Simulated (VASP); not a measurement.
BeTe:

```xyz
2
Lattice="0.0000 2.8325 2.8325 2.8325 0.0000 2.8325 2.8325 2.8325 0.0000" Properties=species:S:1:pos:R:3 pbc="T T T"
Be    0.0000    0.0000    0.0000
Te    4.2487    4.2487    4.2487
```

Base run:

* Program: VASP 6.6.1
* Functional: PBE
* Potentials or basis: VASP PAW PBE potentials, release 64 (Be, Te)
* Cutoff: 520 eV
* k mesh: 10 × 10 × 10
* Occupations: gaussian, width 0.05 eV
* Spin: no spin polarisation

Its results: band gap on the k mesh 2.02 eV, indirect (least direct gap 3.62 eV); pressure 0.1 GPa.

Q: The run is repeated on the same cell with these changes: dispersion from none to D3(BJ). What comes out?

A: Band gap on the k mesh 2.02 eV, indirect (least direct gap 3.62 eV); pressure -2.4 GPa.

Dispersion adds attraction, which lowers the pressure at fixed volume and, as a term added to the energy, leaves the levels alone.

Caveats: spin-orbit coupling is left out, which moves the levels of the heavy elements; three body term missing (some runs).

A k mesh can miss the band edges.
